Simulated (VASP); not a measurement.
# Ti3Se (P-6m2) in VASP: settings compared

Ti3Se is run at these levels: PBEsol, r2SCAN, PBE; tasks: relaxation of cell and atoms, single point.

All numbers are computed with VASP 6.6.1; they aren't measurements. Logs are shortened: lines on timing, memory, paths and dates and some standing lists are left out, and cuts for length are marked.

### Step 1. The cell of the first run

The structure is hexagonal, space group P-6m2 (No. 187). Conventional cell: a = 3.197 Å, b = 3.197 Å, c = 7.943 Å, α = 90.00°, β = 90.00°, γ = 120.00°. Se (site symmetry -6m2) has 6 Ti at 2.58 Å and 6 Se at 3.20 Å within 3.4 Å. Within 3.8 Å of Ti (site symmetry -6m2) lie 12 Ti at 2.85 to 3.20 Å. Ti (site symmetry 3m) has 3 Se at 2.58 Å and 9 Ti at 2.85 to 3.20 Å within 3.4 Å.

### Step 2. Relaxation of cell and atoms, PBEsol, target pressure 30 GPa, at which the enthalpy is minimised

INCAR

```
SYSTEM = Ti3Se
PREC = Accurate
ENCUT = 600
EDIFF = 1E-6
ISMEAR = -1
SIGMA = 0.05
LREAL = .False.
LASPH = .True.
NELM = 100
ALGO = Normal
ISIF = 3
LWAVE = .False.
LCHARG = .False.
GGA = PS
IBRION = 2
NSW = 60
EDIFFG = -0.01
PSTRESS = 300.0
```

KPOINTS

```
Automatic mesh
0
Gamma
  10 10 4
  0 0 0
```

POSCAR

```
Ti3Se
1.0
    3.1974455988      0.0000000000      0.0000000000
   -1.5987227994      2.7690691158      0.0000000000
    0.0000000000      0.0000000000      7.9427450000
Se Ti
1 3
Direct
    0.0000000000      0.0000000000      0.0000000000
    0.6666666667      0.3333333333      0.5000000000
    0.3333333333      0.6666666667      0.7729020000
    0.3333333333      0.6666666667      0.2270980000
```

Potentials or basis: VASP PAW PBE potentials, release 64 (Se, Ti_sv).

Run with:

```bash
cat potpaw_PBE.64/Se/POTCAR potpaw_PBE.64/Ti_sv/POTCAR > POTCAR
mpirun -np 1 vasp_std > vasp.out
```

OUTCAR:

```text
SYSTEM = Ti3Se
   PREC = Accurate
   ENCUT = 600
   EDIFF = 1E-6
   ISMEAR = -1
   LREAL = .False.
   LASPH = .True.
   NELM = 100
   ISIF = 3
   GGA = PS
   IBRION = 2
   NSW = 60
   EDIFFG = -0.01
   PSTRESS = 300.0

 ion  position               nearest neighbor table
   1  0.000  0.000  0.000-   3 2.58   4 2.58   3 2.58   4 2.58   3 2.58   4 2.58
   2  0.667  0.333  0.500-   3 2.85   4 2.85   3 2.85   4 2.85   3 2.85   4 2.85
   3  0.333  0.667  0.773-   1 2.58   1 2.58   1 2.58   2 2.85   2 2.85   2 2.85
   4  0.333  0.667  0.227-   1 2.58   1 2.58   1 2.58   2 2.85   2 2.85   2 2.85

  LATTYP: Found a hexagonal cell.
 ALAT       =     3.1974455988
 C/A-ratio  =     2.4840907389

  Lattice vectors:

 A1 = (   3.1974455988,   0.0000000000,   0.0000000000)
 A2 = (  -1.5987227994,   2.7690691158,   0.0000000000)
 A3 = (   0.0000000000,   0.0000000000,   7.9427450000)

Analysis of symmetry for initial positions (statically):
=====================================================================
 Subroutine PRICEL returns:
 Original cell was already a primitive cell.

 Routine SETGRP: Setting up the symmetry group for a
 hexagonal supercell.

 Subroutine GETGRP returns: Found 12 space group operations
 (whereof 12 operations were pure point group operations)
 out of a pool of 24 trial point group operations.

The static configuration has the point symmetry D_3h.

Analysis of symmetry for dynamics (positions and initial velocities):
=====================================================================
 Subroutine PRICEL returns:
 Original cell was already a primitive cell.

 Routine SETGRP: Setting up the symmetry group for a
 hexagonal supercell.

 Subroutine GETGRP returns: Found 12 space group operations
 (whereof 12 operations were pure point group operations)
 out of a pool of 24 trial point group operations.

The dynamic configuration has the point symmetry D_3h.

 Subroutine INISYM returns: Found 12 space group operations
 (whereof 12 operations are pure point group operations),
 and found     1 'primitive' translations

----------------------------------------------------------------------------------------

                                     Primitive cell

  volume of cell :      70.3247

  direct lattice vectors                    reciprocal lattice vectors
     3.197445599  0.000000000  0.000000000     0.312749653  0.180566096  0.000000000
    -1.598722799  2.769069116  0.000000000     0.000000000  0.361132192  0.000000000
     0.000000000  0.000000000  7.942745000     0.000000000  0.000000000  0.125901058

  length of vectors
     3.197445599  3.197445599  7.942745000     0.361132192  0.361132192  0.125901058

  position of ions in fractional coordinates (direct lattice)
     0.000000000  0.000000000  0.000000000
     0.666666667  0.333333333  0.500000000
     0.333333333  0.666666667  0.772902000
     0.333333333  0.666666667  0.227098000

  ion indices of the primitive-cell ions
   primitive index   ion index
                 1           1
                 2           2
                 3           3
                 4           4

----------------------------------------------------------------------------------------

 KPOINTS: Automatic mesh

Automatic generation of k-mesh.
 Grid dimensions read from file:
 generate k-points for:   10   10    4

 Generating k-lattice:

  Cartesian coordinates                     Fractional coordinates (reciprocal lattice)
     0.031274965  0.018056610  0.000000000     0.100000000 -0.000000000  0.000000000
     0.000000000  0.036113219  0.000000000     0.000000000  0.100000000  0.000000000
     0.000000000  0.000000000  0.031475265     0.000000000  0.000000000  0.250000000

  Length of vectors
     0.036113219  0.036113219  0.031475265

  Shift w.r.t. Gamma in fractional coordinates (k-lattice)
     0.000000000  0.000000000  0.000000000

 Subroutine IBZKPT returns following result:
 ===========================================

 Found     42 irreducible k-points:

 Following reciprocal coordinates:
            Coordinates               Weight
  0.000000  0.000000  0.000000      1.000000
  0.100000  0.000000  0.000000      6.000000
  0.200000  0.000000  0.000000      6.000000
  0.300000 -0.000000  0.000000      6.000000
  0.400000  0.000000  0.000000      6.000000
  0.500000 -0.000000  0.000000      3.000000
[... 16 lines left out ...]
  0.300000  0.100000  0.250000     24.000000
  0.400000  0.100000  0.250000     24.000000
 [... further k-points ...]
   k-points           NKPTS =     42   k-points in BZ     NKDIM =     42   number of bands    NBANDS=     25
   number of dos      NEDOS =    301   number of ions     NIONS =      4
   total plane-waves  NPLWV =  50176
   dimension x,y,z NGX =    28 NGY =   28 NGZ =   64
   dimension x,y,z NGXF=    56 NGYF=   56 NGZF=  128
   ions per type =               1   3
   NGX,Y,Z   is equivalent  to a cutoff of  14.56, 14.56, 13.40 a.u.
   NGXF,Y,Z  is equivalent  to a cutoff of  29.12, 29.12, 26.79 a.u.
 SYSTEM =  Ti3Se
   PREC   = accura    normal or accurate (medium, high low for compatibility)
   ISTART =      0    job   : 0-new  1-cont  2-samecut
   ICHARG =      2    charge: 1-file 2-atom 10-const
   ISPIN  =      1    spin polarized calculation?
   LNONCOLLINEAR =      F non collinear calculations
   LSORBIT =      F    spin-orbit coupling
   LASPH  =      T    aspherical Exc in radial PAW
   ENCUT  =  600.0 eV  44.10 Ry    6.64 a.u.   6.39  6.39 15.86*2*pi/ulx,y,z
   NELM   =    100;   NELMIN=  2; NELMDL= -5     # of ELM steps
   EDIFF  = 0.1E-05   stopping-criterion for ELM
   LREAL  =      F    real-space projection
   EDIFFG = -.1E-01   stopping-criterion for IOM
   NSW    =     60    number of steps for IOM
   IBRION =      2    ionic relax: 0-MD 1-quasi-New 2-CG
   NFREE  =      1    steps in history (QN), initial steepest desc. (CG)
   ISIF   =      3    stress and relaxation
   ISYM   =      2    0-nonsym 1-usesym 2-fastsym
   POTIM  = 0.5000    time-step for ionic-motion
   TEBEG  =    0.0;   TEEND  =   0.0 temperature during run
   PSTRESS=  300.0 pullay stress
   NELECT =      42.0000    total number of electrons
   NUPDOWN=      -1.0000    fix difference up-down
   EMIN   =  10.00;   EMAX   =-10.00  energy-range for DOS
   EFERMI =   0.00;   METHOD = LEGACY
   ISMEAR =    -1;   SIGMA  =   0.05  broadening in eV -4-tet -1-fermi 0-gaus
   EFERMI_NEDOS =   21; number of points for ismear=-14 and -15
   IALGO  =     38    algorithm
   IMIX   =      4    mixing-type and parameters
     AMIX     =   0.40;   BMIX     =  1.00
     AMIX_MAG =   1.60;   BMIX_MAG =  1.00
  volume/ion in A,a.u.               =      17.58       118.64
  Fermi-wavevector in a.u.,A,eV,Ry     =   1.378654  2.605279 25.860428  1.900688
  Thomas-Fermi vector in A             =   2.503696
   LORBIT       =      0    0 simple, 1 ext, 2 COOP (PROOUT), +10 PAW based schemes
   GGA     = PS    functional components
   LHFCALC =     F    Hartree Fock is set to
   AEXX    =    0.0000 exact exchange contribution
   IVDW    =     0    specifies the selected vdW correction
   LEPSILON=     F    determine dielectric tensor
   LRPA    =     F    only Hartree local field effects (RPA)
 conjugate gradient relaxation of ions
 non-spin polarized calculation
  energy-cutoff  :      600.00
  volume of cell :       70.32
 maximum number of plane-waves:      2370
 NGX is ok and might be reduce to    28
   NGX = 13   NGY = 13   NGZ = 31

--------------------------------------- Ionic step        1  -------------------------------------------

 number of electron      41.9999995 magnetization

 Free energy of the ion-electron system (eV)
  ---------------------------------------------------
  ext. energy  EPLUGINS =         0.00000000
  ---------------------------------------------------
  free energy    TOTEN  =       -30.91013176 eV

  energy without entropy =      -30.88628484  energy(sigma->0) =      -30.89820830

 E-fermi :   7.9268     XC(G=0): -11.4813

 val. band max:        7.9222305733   @ k =   0.1000   0.1000   0.0000
 cond. band min:       7.9332406415   @ k =   0.3000   0.2000   0.0000
 fundamental gap:      0.0110100682
 Fermi energy:         7.9267624732

 k-point     1 :       0.0000    0.0000    0.0000
  band No.  band energies     occupation
      1     -48.8743      2.00000
      2     -48.8529      2.00000
      3     -48.7052      2.00000
      4     -25.4570      2.00000
      5     -25.3611      2.00000
      6     -25.0779      2.00000
[... 661 lines left out ...]
     24       9.0368      0.00000
     25       9.5922      0.00000

 [... further k-points ...]

------------------------ aborting loop because EDIFF is reached ----------------------------------------

  FORCE on cell =-STRESS in cart. coord.  units (eV):
  Direction    XX          YY          ZZ          XY          YZ          ZX
  --------------------------------------------------------------------------------------
  -------------------------------------------------------------------------------------
  Total       -1.8570993     -1.8570993     -2.0136886      0.0000000      0.0000000     -0.0000000
  in kB      -42.3095226    -42.3095226    -45.8770327      0.0000000      0.0000000     -0.0000000
  external PRESSURE =    -343.4986926 kB  Pullay stress =     300.0000000 kB
[... 103 lines left out ...]
  energy  without entropy=      -30.3343277220  energy(sigma->0) =      -30.34357847

  enthalpy is  TOTEN    =       -19.3765440668 eV   P V=       10.9762851503

[... ionic steps 4 to 7 ...]

--------------------------------------- Ionic step        8  -------------------------------------------

 number of electron      41.9999999 magnetization

------------------------ aborting loop because EDIFF is reached ----------------------------------------
[... 75 lines left out ...]
--------------------------------------- Ionic step       10  -------------------------------------------

 number of electron      41.9999999 magnetization

 Free energy of the ion-electron system (eV)
  ---------------------------------------------------
  ext. energy  EPLUGINS =         0.00000000
  ---------------------------------------------------
  free energy    TOTEN  =       -30.04581758 eV

  energy without entropy =      -30.02729160  energy(sigma->0) =      -30.03655459

 E-fermi :  10.4645     XC(G=0): -12.5749

 val. band max:       10.4232770129   @ k =   0.3000   0.3000   0.5000
 cond. band min:      10.4745186893   @ k =   0.3000   0.2000   0.0000
 fundamental gap:      0.0512416764
 Fermi energy:        10.4645483951

 k-point     1 :       0.0000    0.0000    0.0000
  band No.  band energies     occupation
      1     -45.8798      2.00000
      2     -45.7873      2.00000
      3     -45.5803      2.00000
      4     -22.7376      2.00000
      5     -22.4445      2.00000
      6     -21.9496      2.00000
[... 661 lines left out ...]
     24      11.9609      0.00000
     25      12.6632      0.00000

 [... further k-points ...]

------------------------ aborting loop because EDIFF is reached ----------------------------------------

  FORCE on cell =-STRESS in cart. coord.  units (eV):
  Direction    XX          YY          ZZ          XY          YZ          ZX
  --------------------------------------------------------------------------------------
  -------------------------------------------------------------------------------------
  Total       10.5412253     10.5412253     10.5460620      0.0000000      0.0000000      0.0000000
  in kB      299.1614066    299.1614067    299.2986725      0.0000000      0.0000000      0.0000000
  external PRESSURE =      -0.7928381 kB  Pullay stress =     300.0000000 kB
[... 23 lines left out ...]
  energy  without entropy=      -30.0272915995  energy(sigma->0) =      -30.03655459

  enthalpy is  TOTEN    =       -19.4750436852 eV   P V=       10.5707738970

 reached required accuracy - stopping structural energy minimisation
```

Run time: 5.3 min. Hardware: 1 thread of Intel Xeon 6975P-C (Granite Rapids), shared host; peak memory 0.29 GiB.

Results:

* Free energy: -30.0458 eV
* Relaxed volume: 14.11 Å³/atom
* Relaxed cell: a = 2.946 Å, b = 2.946 Å, c = 7.511 Å, α = 90.00°, β = 90.00°, γ = 120.00°
* Space group after relaxing (to 0.05 Å): P-6m2 (No. 187)
* Energy change on relaxing (the enthalpy is what falls): +216.1 meV/atom
* Ionic steps: 10
* Pressure after relaxing: 29.9 GPa
* Largest force after relaxing: 0.006 eV/Å
* Band gap on the k mesh: zero (band 21 reaches 10.90 eV, above the bottom of band 22 at 10.26 eV)

Forces on the atoms (eV/Å):
```
Se   0.000  0.000  0.000
Ti   0.000  0.000  0.000
Ti   0.000  0.000 -0.006
Ti   0.000  0.000  0.006
```

The path:
| step | energy change (eV) | largest force (eV/Å) | pressure (GPa) | volume (Å³) |
| --- | --- | --- | --- | --- |
| 1 | 0.0000 | 0.0710 | -4.35 | 70.32 |
| 2 | 11.9332 | 7.1725 | 205.68 | 38.51 |
| 3 | 0.5573 | 0.7845 | 23.68 | 58.62 |
| 4 | 0.7473 | 0.9281 | 28.08 | 57.44 |
| 5 | 0.8337 | 0.9904 | 30.02 | 56.97 |
| 6 | 0.8514 | 0.1627 | 29.95 | 56.54 |
| 7 | 0.8695 | 0.0444 | 29.99 | 56.43 |
| 8 | 0.8674 | 0.0244 | 30.01 | 56.44 |
| 9 | 0.8651 | 0.0036 | 29.95 | 56.45 |
| 10 | 0.8643 | 0.0057 | 29.92 | 56.45 |

Final structure:
```cif
data_structure
_symmetry_space_group_name_H-M 'P 1'
_symmetry_Int_Tables_number 1
_cell_length_a 2.9459
_cell_length_b 2.9459
_cell_length_c 7.5114
_cell_angle_alpha 90.000
_cell_angle_beta 90.000
_cell_angle_gamma 120.000
_cell_volume 56.45
loop_
_atom_site_label
_atom_site_type_symbol
_atom_site_fract_x
_atom_site_fract_y
_atom_site_fract_z
_atom_site_occupancy
Se1 Se 0.00000 0.00000 0.00000 1
Ti1 Ti 0.66667 0.33333 0.50000 1
Ti2 Ti 0.33333 0.66667 0.76636 1
Ti3 Ti 0.33333 0.66667 0.23364 1
```

Caveat: the cell is relaxed towards a set pressure, so the enthalpy falls and the energy may rise; the volume moved by over 15 % at a fixed basis, so the end points are rough; the PAW data sets were made with another functional, which shifts forces and pressure a little.

### Step 3. Single point, r2SCAN

POSCAR is that of step 2.

INCAR.step1

```
SYSTEM = Ti3Se
PREC = Accurate ; ENCUT = 520
ISMEAR = -1 ; SIGMA = 0.05
LREAL = .FALSE. ; LASPH = .TRUE.
NELM = 60 ; NBANDS = 29
GGA = PE ; ALGO = Normal
EDIFF = 1E-4 ; LWAVE = .TRUE.
LCHARG = .FALSE.
```

INCAR.step2

```
SYSTEM = Ti3Se
PREC = Accurate ; ENCUT = 520
EDIFF = 1E-6 ; ISMEAR = -1
SIGMA = 0.05 ; LREAL = .FALSE.
LASPH = .TRUE. ; NELM = 60
ALGO = Normal ; ISIF = 2
LWAVE = .FALSE. ; LCHARG = .TRUE.
METAGGA = R2SCAN ; LMIXTAU = .TRUE.
LELF = .TRUE. ; LVHAR = .TRUE.
NBANDS = 29 ; ISTART = 1
```

KPOINTS

```
Automatic mesh
0
G
  6 6 2
  0 0 0
```

Potentials or basis: VASP PAW PBE potentials, release 64 (Se, Ti_sv).

Run with:

```bash
cat potpaw_PBE.64/Se/POTCAR potpaw_PBE.64/Ti_sv/POTCAR > POTCAR
cp INCAR.step1 INCAR
mpirun -np 1 vasp_std > vasp.out
cp INCAR.step2 INCAR
mpirun -np 1 vasp_std > vasp.out
```

Run time: 4.6 min. Hardware: 1 thread of Intel Xeon 8259CL, shared host; peak memory 0.2 GiB.

It converged, with:

```yaml
Free_energy: -55.3304 eV
Pressure: -0.3 GPa
Largest_force: 0.079 eV/Å
Band_gap_on_the_k_mesh: zero (band 21 reaches 8.58 eV, above the bottom of band 22 at 7.83 eV)
```

Forces in eV/Å, atoms in the order of the input:
```
Se   0.000  0.000  0.000
Ti   0.000  0.000  0.000
Ti   0.000  0.000  0.079
Ti   0.000  0.000 -0.079
```

Stress tensor (GPa, compression positive):
```
 0.07  0.00  0.00
 0.00  0.07  0.00
 0.00  0.00 -1.00
```

Levels at points of the mesh, in eV from the Fermi level:
```tsv
k point	band 17	band 18	band 19	band 20	band 21	band 22	band 23	band 24	band 25	band 26
(0.00, 0.00, 0.00)	-1.51	-1.51	-0.36	0.18	0.18	0.37	0.37	0.90	1.13	1.55
(0.50, 0.00, 0.00)	-2.26	-1.87	-1.70	-0.88	-0.59	0.26	0.80	0.90	2.40	2.62
(0.00, 0.00, 0.50)	-1.58	-1.58	-0.76	0.46	0.46	0.55	0.64	0.64	1.11	1.11
(0.50, 0.00, 0.50)	-2.24	-1.67	-1.65	-1.09	-0.95	0.60	0.91	1.09	1.28	2.65
```

Caveat: the k points lie up to 0.40 Å⁻¹ apart; the PAW data sets were made with another functional, which shifts forces and pressure a little.

### Step 4. Single point, PBE, non-collinear spin, zero start, spin-orbit coupling

INCAR

```
PREC     = Accurate       # precision mode
ENCUT    = 520            # plane-wave cutoff, eV
EDIFF    = 1E-6           # SCF threshold, eV
ISMEAR   = 1              # smearing method
SIGMA    = 0.05           # smearing width, eV
LREAL    = F              # projectors in reciprocal space
LASPH    = T              # aspherical terms in the spheres
NELM     = 150            # most SCF steps
ALGO     = Normal         # electronic algorithm
ISIF     = 2              # what is computed and relaxed
LWAVE    = F              # write WAVECAR
LCHARG   = F              # write CHGCAR
LNONCOLLINEAR= T              # non-collinear magnetism
MAGMOM   = 0 0 0 0 0 0 0 0 0 0 0 0 # initial moments
LORBIT   = 11             # projections on sites
LSORBIT  = T              # spin-orbit coupling
GGA_COMPAT= F            
LORBMOM  = T            
LMAXMIX  = 4              # l up to which the mixer works
GGA      = PE             # functional
NBANDS   = 56             # bands
```

KPOINTS

```
Automatic mesh
0
Gamma
  8 8 3
```

POSCAR is that of step 3.

Run with:

```bash
cat potpaw_PBE.64/Se/POTCAR potpaw_PBE.64/Ti_sv/POTCAR > POTCAR
mpirun -np 1 vasp_ncl > vasp.out
```

It took 6.2 min on 1 thread of Oxide Virtual Turin-like, shared host; peak memory 0.38 GiB.

It converged, with:

```
Free energy                                           : -28.8995 eV
Pressure                                              : 0.2 GPa
Net moment                                            : 0.00 μB per cell
Valence electrons inside the program's atomic spheres : Se 4.00; Ti 10.15, 10.22
```

Stress tensor (GPa, compression positive):
```
-0.01  0.00  0.00
 0.00 -0.01  0.00
 0.00  0.00  0.70
```

Moments on the atoms (μB; x, y, z):
```
Se  0.00 0.00 0.00
Ti  0.00 0.00 0.00
Ti  0.00 0.00 0.00
Ti  0.00 0.00 0.00
```

### Step 5. Summary

| task | level | spin | cell | k mesh | cutoff (eV) | smearing | gap on the mesh (eV) | pressure (GPa) | largest force (eV/Å) |
| --- | --- | --- | --- | --- | --- | --- | --- | --- | --- |
| relaxation of cell and atoms | PBEsol | off | relaxed to 30 GPa | 10 × 10 × 4 | 600 | fermi-dirac 0.05 eV | none | 29.9 | 0.01 |
| single point | r2SCAN | off | as given | 6 × 6 × 2 | 520 | fermi-dirac 0.05 eV | none | -0.3 | 0.08 |
| single point | PBE | non-collinear, zero start, SOC | as given | 8 × 8 × 3 | 520 | methfessel-paxton 0.05 eV | - | 0.2 | - |

Alike in all rows: potentials or basis VASP PAW PBE potentials, release 64 (Se, Ti_sv).

Caveats: some runs use coarse meshes; the PAW data sets were made with another functional, which shifts forces and pressure a little (some runs); the cell is relaxed towards a set pressure, so the enthalpy falls and the energy may rise (some runs); the volume moved by over 15 % at a fixed basis, so the end points are rough (some runs).

Total energies depend on the potentials used, so only differences within one code and one set of settings carry meaning.
